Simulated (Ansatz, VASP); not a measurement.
Li4S5: VASP beside Ansatz

```
CELL_PARAMETERS angstrom
3.14307 0.00000 0.00000
-1.57153 2.72198 0.00000
0.00000 0.00000 16.46015
ATOMIC_POSITIONS crystal
Li 0.00000 0.00000 0.12831
Li 0.33333 0.66667 0.37031
Li 0.66667 0.33333 0.57075
Li 0.33333 0.66667 0.90103
S 0.00000 0.00000 0.99467
S 0.00000 0.00000 0.26199
S 0.00000 0.00000 0.47573
S 0.33333 0.66667 0.68469
S 0.00000 0.00000 0.78591
```

Alike in both runs: functional PBE; dispersion D3(BJ); k mesh 12 × 12 × 4; occupations gaussian, width 0.1 eV; no spin polarisation.

Ansatz relaxed the structure, and its values are those at the end. VASP's run is a single point on that final structure, the one shown.

|  | VASP | Ansatz |
| --- | --- | --- |
| version | VASP 6.6.1 | Ansatz 0.2.0 |
| potentials or method | VASP PAW PBE potentials, release 64 (Li_sv, S), cutoff 520 eV | scalar-relativistic, plane waves, PAW |
| valence electrons in the cell | 42 | 42 |

```csv
,VASP,Ansatz,Ansatz less VASP
gap on the k mesh at the Fermi level (eV),none,none,-
rms of the force components (eV/Å),0.007,0.002,-0.0049
```

A gap of «none» marks a metal or a gap that the smearing closes.

Noted on VASP's run: the cutoff is under 1.25 times that of the potentials, so the pressure is a little rough.
